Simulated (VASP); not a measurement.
Write the native input for VASP 6.6.1 that does the following.

- Task: single point
- Functional: PBEsol
- Potentials or basis: VASP PAW PBE potentials, release 64 (Co)
- Cutoff: 520 eV
- k mesh: 15 × 15 × 1
- Occupations: gaussian, width 0.1 eV
- Spin: collinear spin, ferromagnetic start
- Starting moments: [1.8, 1.8, 1.8, 1.8, 1.8, 1.8] μB
- Dipole correction: yes
- Further INCAR settings: ALGO = Normal; EDIFF = 1e-06; NBANDS = 40

The structure of Co lies in POSCAR:

```
Co
1.0
    2.4564222948      0.0000000000      0.0000000000
   -1.2282111474      2.1273241097      0.0000000000
    0.0000000000      0.0000000000     24.9235339991
Co
6
Direct
    0.6666666667      0.3333333333      0.3009204072
    0.3333333333      0.6666666667      0.3805522443
    0.6666666667      0.3333333333      0.4601840814
    0.3333333333      0.6666666667      0.5398159186
    0.6666666667      0.3333333333      0.6194477557
    0.3333333333      0.6666666667      0.6990795928
```

These files were run (other wordings do the same):

INCAR

```
ALGO     = Normal         # electronic algorithm
DIPOL    = 0.5 0.5 0.500
EDIFF    = 1E-6           # SCF threshold, eV
ENCUT    = 520            # plane-wave cutoff, eV
GGA      = PS             # functional
IDIPOL   = 3            
ISIF     = 2              # what is computed and relaxed
ISMEAR   = 0              # smearing method
ISPIN    = 2              # spin polarisation
LASPH    = True           # aspherical terms in the spheres
LCHARG   = True           # write CHGCAR
LDIPOL   = True         
LELF     = True           # ELF
LMAXMIX  = 4              # l up to which the mixer works
LORBIT   = 11             # projections on sites
LREAL    = False          # projectors in reciprocal space
LVACPOTAV= True         
LVHAR    = True         
LWAVE    = False          # write WAVECAR
MAGMOM   = 1.8 1.8 1.8 1.8 1.8 1.8 # initial moments
NBANDS   = 40             # bands
NELM     = 150            # most SCF steps
PREC     = Accurate       # precision mode
SIGMA    = 0.1            # smearing width, eV
```

KPOINTS

```
k-points
0
Gamma
  15 15 1
```

Potentials or basis: VASP PAW PBE potentials, release 64 (Co).

Command:

```sh
$ cat potpaw_PBE.64/Co/POTCAR > POTCAR
$ mpirun -np 1 vasp_std > vasp.out
```

Results of the run:

```json
{
 "Largest force": "0.468 eV/Å",
 "Net moment": "9.81 μB per cell",
 "Site moments": "Co +1.71, +1.63, +1.59 μB",
 "Valence electrons inside the program's atomic spheres": "Co 8.17, 8.36"
}
```

Caveat: the PAW data sets were made with another functional, which shifts forces and pressure a little.

Run time: 8.8 min on 1 thread of AMD EPYC 9R45 (Zen 5), with other jobs on the host, peak memory 0.36 GiB.
